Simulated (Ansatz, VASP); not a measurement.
# One calculation of TaN, two programs

The input INCAR:

```
SYSTEM = TaN
PREC = Accurate
ENCUT = 520
EDIFF = 1E-6
ISMEAR = -1
SIGMA = 0.05
LREAL = .False.
LASPH = .True.
NELM = 60
ALGO = Normal
ISIF = 2
LWAVE = .False.
LCHARG = .True.
GGA = PS
LELF = .True.
LVHAR = .True.
NBANDS = 15
```

Contents of KPOINTS:

```
Automatic mesh
0
Gamma
  10 10 9
  0 0 0
```

The input POSCAR:

```
TaN
1.0
    2.9766623284      0.0000000000      0.0000000000
   -1.4883311642      2.5778651949      0.0000000000
    0.0000000000      0.0000000000      2.9209385612
Ta N
1 1
Direct
    0.0000000000      0.0000000000      0.5000000000
    0.6666666667      0.3333333333      0.0000000000
```

File input.yaml:

```yaml
crystal:
  lattice:
    - [2.9766623284, 0.0, 0.0]
    - [-1.4883311642, 2.5778651949, 0.0]
    - [0.0, 0.0, 2.9209385612]
  atoms:
    - { symbol: Ta, position: [0.0, 0.0, 0.5] }
    - { symbol: "N", position: [0.6666666667, 0.3333333333, 0.0] }
kpoints:
  mp_grid: { grid: [10, 10, 9] }
scf:
  occupations: { method: fermi_dirac, width: 0.05 }
hamiltonian:
  xc: pbesol
  pseudopotentials: { kind: all_electron, lapw: { basis_error: 0.0005 } }
output:
  forces: true
  stress: true
  eigenvalues: true
```

Change from the starting cell: volume scaled by 1.04.

Alike in both runs: task single point; functional PBEsol; k mesh 10 × 10 × 9; occupations fermi-dirac, width 0.05 eV; no spin polarisation.

```csv
,VASP,Ansatz
version,VASP 6.6.1,Ansatz 0.2.0
potentials or method,"VASP PAW PBE potentials, release 64 (Ta_pv, N), cutoff 520 eV","all-electron LAPW, scalar-relativistic"
```

Ansatz gave:

* gap on the k mesh at the Fermi level (eV): none
* pressure (GPa): -17.0
* traceless stress, the component that is largest in VASP (GPa): -1.16

Task: Estimate VASP's values.

Result: gap on the k mesh at the Fermi level (eV): none; pressure (GPa): -16.6; traceless stress, the component that is largest in VASP (GPa): -1.07.

VASP's potentials were made for PBE, not for PBEsol. A gap of «none» marks a metal or a gap that the smearing closes. Ansatz ran all-electron here, and VASP with PAW potentials.

Spin-orbit coupling is off throughout.
